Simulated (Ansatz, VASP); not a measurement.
# Sc3As: VASP beside Ansatz

```xyz
4
Lattice="0.0000 3.4257 3.4257 3.4257 0.0000 3.4257 3.4257 3.4257 0.0000" Properties=species:S:1:pos:R:3 pbc="T T T"
Sc    1.7129    1.7129    1.7129
Sc    5.1386    5.1386    5.1386
Sc    0.0000    0.0000    0.0000
As    3.4257    3.4257    3.4257
```

Alike in both runs: task single point; functional PBE; k mesh 4 × 4 × 4; occupations gaussian, width 0.1 eV; collinear spin.

|  | VASP | Ansatz |
| --- | --- | --- |
| version | VASP 6.6.1 | Ansatz 0.2.0 |
| potentials or method | VASP PAW PBE potentials, release 64 (Sc_sv, As), cutoff 520 eV | scalar-relativistic, plane waves, PAW |
| valence electrons in the cell | 38 | 48 |

Ansatz gave:

- gap on the k mesh at the Fermi level (eV): none
- pressure (GPa): 0.9
- net moment per atom (μB): 0.41
- size of the moment on the site where the two differ most (μB): 0.54

**Question.** Estimate VASP's values.

**Answer.** gap on the k mesh at the Fermi level (eV): none; pressure (GPa): 1.0; net moment per atom (μB): 0.41; size of the moment on the site where the two differ most (μB): 0.56.

Site moments also hang on the region over which each program counts them. A gap of «none» marks a metal or a gap that the smearing closes. VASP's potentials hold 38 valence electrons a cell and Ansatz's 48, so a difference there can come from the potentials and not from the codes.

The k mesh is coarse, so the values compare programs but aren't converged.
